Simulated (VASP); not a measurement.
# Co in VASP: single point with PBE

Aim: the single point of Co with PBE.

Everything below comes from runs of VASP 6.6.1. Logs are shortened: lines on timing, memory, paths and dates and some standing lists are left out, and cuts for length are marked.

**1. The cell of the first run**

The cell holds a slab with vacuum, 6 atoms: a = 2.519 Å, b = 2.519 Å, c = 25.227 Å, α = 90.00°, β = 90.00°, γ = 120.00°.

**2. Single point, PBE, collinear spin, ferromagnetic start**

File INCAR:

```
SYSTEM = Co
ALGO = Normal ; DIPOL = 0.5 0.5 0.500
EDIFF = 1E-6 ; ENCUT = 520
GGA = PE ; IDIPOL = 3
ISIF = 2 ; ISMEAR = -1
ISPIN = 2 ; LASPH = .True.
LCHARG = .False. ; LDIPOL = .True.
LMAXMIX = 4 ; LORBIT = 11
LREAL = .False. ; LWAVE = .False.
MAGMOM = 2 2 2 2 2 2 ; NBANDS = 40
NELM = 150 ; PREC = Accurate
SIGMA = 0.05
```

File KPOINTS:

```
k-points
0
Gamma
  12 12 1
  0 0 0
```

File POSCAR:

```
Co
1.0
    2.5190008694      0.0000000000      0.0000000000
   -1.2595004347      2.1815187451      0.0000000000
    0.0000000000      0.0000000000     25.2275000000
Co
6
Direct
    0.6666666667      0.3333333334      0.2972946190
    0.3333333333      0.6666666666      0.3783767714
    0.6666666667      0.3333333334      0.4594589238
    0.3333333333      0.6666666666      0.5405410762
    0.6666666667      0.3333333334      0.6216232286
    0.3333333333      0.6666666666      0.7027053810
```

Potentials or basis: VASP PAW PBE potentials, release 64 (Co).

Command:

```bash
$ cat potpaw_PBE.64/Co/POTCAR > POTCAR
$ mpirun -np 1 vasp_std > vasp.out
```

OUTCAR:

```text
SYSTEM = Co
   EDIFF = 1E-6
   ENCUT = 520
   GGA = PE
   ISIF = 2
   ISMEAR = -1
   ISPIN = 2
   LASPH = .True.
   LORBIT = 11
   LREAL = .False.
   NELM = 150
   PREC = Accurate

 ion  position               nearest neighbor table
   1  0.667  0.333  0.297-   2 2.51   2 2.51   2 2.51
   2  0.333  0.667  0.378-   1 2.51   3 2.51   1 2.51   3 2.51   1 2.51   3 2.51
   3  0.667  0.333  0.459-   2 2.51   4 2.51   2 2.51   4 2.51   2 2.51   4 2.51
   4  0.333  0.667  0.541-   3 2.51   5 2.51   3 2.51   5 2.51   3 2.51   5 2.51
   5  0.667  0.333  0.622-   4 2.51   6 2.51   4 2.51   6 2.51   4 2.51   6 2.51
   6  0.333  0.667  0.703-   5 2.51   5 2.51   5 2.51

  LATTYP: Found a hexagonal cell.
 ALAT       =     2.5190008694
 C/A-ratio  =    10.0148834034

  Lattice vectors:

 A1 = (   2.5190008694,   0.0000000000,   0.0000000000)
 A2 = (  -1.2595004347,   2.1815187451,   0.0000000000)
 A3 = (   0.0000000000,   0.0000000000,  25.2275000000)

Analysis of symmetry for initial positions (statically):
=====================================================================
 Subroutine PRICEL returns:
 Original cell was already a primitive cell.

 Routine SETGRP: Setting up the symmetry group for a
 hexagonal supercell.

 Subroutine GETGRP returns: Found 12 space group operations
 (whereof 12 operations were pure point group operations)
 out of a pool of 24 trial point group operations.

The static configuration has the point symmetry D_3d.

Analysis of symmetry for dynamics (positions and initial velocities):
=====================================================================
 Subroutine PRICEL returns:
 Original cell was already a primitive cell.

 Routine SETGRP: Setting up the symmetry group for a
 hexagonal supercell.

 Subroutine GETGRP returns: Found 12 space group operations
 (whereof 12 operations were pure point group operations)
 out of a pool of 24 trial point group operations.

The dynamic configuration has the point symmetry D_3d.

Analysis of structural, dynamic, and magnetic symmetry:
=====================================================================
 Subroutine PRICEL returns:
 Original cell was already a primitive cell.

 Routine SETGRP: Setting up the symmetry group for a
 hexagonal supercell.

 Subroutine GETGRP returns: Found 12 space group operations
 (whereof 12 operations were pure point group operations)
 out of a pool of 24 trial point group operations.
[... 142 lines left out ...]

 dipolmoment           0.000000      0.000000      0.000000 electrons x Angstroem

 Free energy of the ion-electron system (eV)
  ---------------------------------------------------
  ext. energy  EPLUGINS =         0.00000000
  ---------------------------------------------------
  free energy    TOTEN  =       -40.66548265 eV

  energy without entropy =      -40.61154231  energy(sigma->0) =      -40.63851248

 E-fermi :   2.3280     XC(G=0):  -7.1972

 val. band max:        2.3258262582   @ k =   0.1667   0.1667   0.0000
 cond. band min:       2.3288156213   @ k =   0.1667   0.0000   0.0000
 fundamental gap:      0.0029893631
 Fermi energy:         2.3280072518

 spin component 1

 k-point     1 :       0.0000    0.0000    0.0000
  band No.  band energies     occupation
      1      -6.1788      1.00000
      2      -5.5388      1.00000
      3      -4.5385      1.00000
      4      -3.4863      1.00000
      5      -2.8553      1.00000
      6      -2.6907      1.00000
[... 787 lines left out ...]
     38       8.2061      0.00000
     39       8.6466      0.00000
 Fermi energy:         2.3280072518

 spin component 2

 k-point     1 :       0.0000    0.0000    0.0000
  band No.  band energies     occupation
      1      -6.1845      1.00000
      2      -5.5327      1.00000
      3      -4.5017      1.00000
      4      -3.2916      1.00000
      5      -2.2724      1.00000
      6      -1.8055      1.00000
[... 787 lines left out ...]
     38       8.7988      0.00000
     39       9.3351      0.00000
 [bands above 39 left out]

------------------------ aborting loop because EDIFF is reached ----------------------------------------

 vacuum level on the upper side and lower side of the slab       (xc-potential included)        -0.064        -0.064

  FORCE on cell =-STRESS in cart. coord.  units (eV):
  Direction    XX          YY          ZZ          XY          YZ          ZX
  --------------------------------------------------------------------------------------
  -------------------------------------------------------------------------------------
  Total       -4.2447327     -4.2447327     -4.0267188      0.0000000     -0.0000000     -0.0000000
  in kB      -49.0568259    -49.0568259    -46.5372163      0.0000000     -0.0000000     -0.0000000
  external PRESSURE =     -48.2169560 kB  Pullay stress =       0.0000000 kB

 VOLUME and BASIS-vectors are now :
 -----------------------------------------------------------------------------
  energy-cutoff  :      520.00
  volume of cell :      138.63
      direct lattice vectors                 reciprocal lattice vectors
     2.519000869  0.000000000  0.000000000     0.396982793  0.229198122  0.000000000
    -1.259500435  2.181518745  0.000000000     0.000000000  0.458396244  0.000000000
     0.000000000  0.000000000 25.227500000     0.000000000  0.000000000  0.039639283

 POSITION                                       TOTAL-FORCE (eV/Angst)
 -----------------------------------------------------------------------------------
      1.25950      0.72717      7.50000         0.000000      0.000000      0.605152
     -0.00000      1.45435      9.54550         0.000000      0.000000     -0.415946
      1.25950      0.72717     11.59100        -0.000000      0.000000      0.190432
     -0.00000      1.45435     13.63650        -0.000000     -0.000000     -0.190432
      1.25950      0.72717     15.68200         0.000000     -0.000000      0.415946
     -0.00000      1.45435     17.72750         0.000000     -0.000000     -0.605152
 -----------------------------------------------------------------------------------
    total drift:                               -0.000000      0.000000     -0.000000

  FREE ENERGIE OF THE ION-ELECTRON SYSTEM (eV)
  ---------------------------------------------------
  free  energy   TOTEN  =       -40.6654826465 eV

  energy  without entropy=      -40.6115423079  energy(sigma->0) =      -40.63851248

 vacuum level on the upper side and lower side of the slab         7.037         7.037

 total charge

# of ion       s       p       d       tot
------------------------------------------
    1        0.466   0.376   7.217   8.059
    2        0.472   0.491   7.238   8.201
    3        0.474   0.492   7.240   8.206
    4        0.474   0.492   7.240   8.206
    5        0.472   0.491   7.238   8.201
    6        0.466   0.376   7.217   8.059
--------------------------------------------------
tot          2.826   2.716  43.389  48.931

 magnetization (x)

# of ion       s       p       d       tot
------------------------------------------
    1       -0.012  -0.041   1.819   1.765
    2       -0.013  -0.052   1.777   1.712
    3       -0.014  -0.053   1.739   1.673
    4       -0.014  -0.053   1.739   1.673
    5       -0.013  -0.052   1.777   1.712
    6       -0.012  -0.041   1.819   1.765
--------------------------------------------------
tot         -0.078  -0.292  10.670  10.300
```

OSZICAR:

```text
N       E                     dE             d eps       ncg     rms          rms(c)
DAV:   1     0.403946449361E+03    0.40395E+03   -0.24222E+04  3040   0.152E+03
DAV:   2    -0.178505152354E+02   -0.42180E+03   -0.39740E+03  3048   0.324E+02
DAV:   3    -0.463155400308E+02   -0.28465E+02   -0.26359E+02  3296   0.122E+02
[... 29 lines left out ...]
DAV:  33    -0.406654704971E+02   -0.17769E-05   -0.27811E-07  1960   0.498E-03    0.250E-03
DAV:  34    -0.406654758219E+02   -0.53247E-05   -0.17088E-07  1920   0.372E-03    0.543E-04
DAV:  35    -0.406654802956E+02   -0.44738E-05   -0.13234E-07  1952   0.187E-03    0.899E-04
DAV:  36    -0.406654818073E+02   -0.15117E-05   -0.30625E-08  1832   0.198E-03    0.330E-04
DAV:  37    -0.406654826465E+02   -0.83919E-06   -0.13245E-08  1832   0.700E-04
   1 F= -.40665483E+02 E0= -.40638512E+02  d E =-.539403E-01  mag=    10.1296
```

Run time: 15 min. Hardware: 1 thread of Oxide Virtual Turin-like, shared host; peak memory 0.35 GiB.

Results:

| Item | Value |
| --- | --- |
| Free energy | -40.6655 eV |
| Largest force | 0.605 eV/Å |
| Net moment | 10.13 μB per cell |
| Site moments | Co +1.76, +1.71, +1.67 (each value once) μB |
| Valence electrons inside the program's atomic spheres | Co 8.06, 8.20, 8.21 (each value once) |

Forces in eV/Å, atoms in the order of the input:
```
Co   0.000  0.000  0.605
Co   0.000  0.000 -0.416
Co   0.000  0.000  0.190
Co   0.000  0.000 -0.190
Co   0.000  0.000  0.416
Co   0.000  0.000 -0.605
```
